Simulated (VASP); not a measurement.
Write the native input for VASP 6.6.1 that does the following.

* Task: single point
* Functional: PBE
* Potentials or basis: VASP PAW PBE potentials, release 64 (Zn, Se)
* Cutoff: 400 eV
* k mesh: 2 × 2 × 2
* Occupations: gaussian, width 0.05 eV
* Spin: no spin polarisation
* Dipole correction: no
* Further INCAR settings: ALGO = Normal; EDIFF = 1e-06; NBANDS = 82

The structure of Zn8Se7 (a cell with a defect) lies in POSCAR:

```
Zn8Se7
1.0
    0.0000000000      5.6676000000      5.6676000000
    5.6676000000      0.0000000000      5.6676000000
    5.6676000000      5.6676000000      0.0000000000
Zn Se
8 7
Direct
    0.0000000000      0.0000000000      0.0000000000
    0.0000000000      0.0000000000      0.5000000000
    0.0000000000      0.5000000000      0.0000000000
    0.0000000000      0.5000000000      0.5000000000
    0.5000000000      0.0000000000      0.0000000000
    0.5000000000      0.0000000000      0.5000000000
    0.5000000000      0.5000000000      0.0000000000
    0.5000000000      0.5000000000      0.5000000000
    0.1250000000      0.1250000000      0.6250000000
    0.1250000000      0.6250000000      0.1250000000
    0.1250000000      0.6250000000      0.6250000000
    0.6250000000      0.1250000000      0.1250000000
    0.6250000000      0.1250000000      0.6250000000
    0.6250000000      0.6250000000      0.1250000000
    0.6250000000      0.6250000000      0.6250000000
```

The input as run:

INCAR

```
PREC = Accurate
ENCUT = 400
EDIFF = 1E-6
ISMEAR = 0
SIGMA = 0.05
LREAL = F
LASPH = T
NELM = 120
ALGO = Normal
ISIF = 2
LWAVE = F
LCHARG = F
GGA = PE
NBANDS = 82
GGA_COMPAT = F
```

KPOINTS

```
Automatic mesh
0
Gamma
  2 2 2
```

Potentials or basis: VASP PAW PBE potentials, release 64 (Zn, Se).

Launch:

```sh
$ cat potpaw_PBE.64/Zn/POTCAR potpaw_PBE.64/Se/POTCAR > POTCAR
$ mpirun -np 1 vasp_std > vasp.out
```

Results of the run:

```
Pressure               : 1.6 GPa
Largest force          : 0.363 eV/Å
Band gap on the k mesh : 0.02 eV
```

Caveat: the k points lie up to 0.48 Å⁻¹ apart.

Wall time 68 s on 1 thread of Intel(R) Xeon(R) 6975P-C (Granite Rapids), on a shared host, peak memory 0.37 GiB.
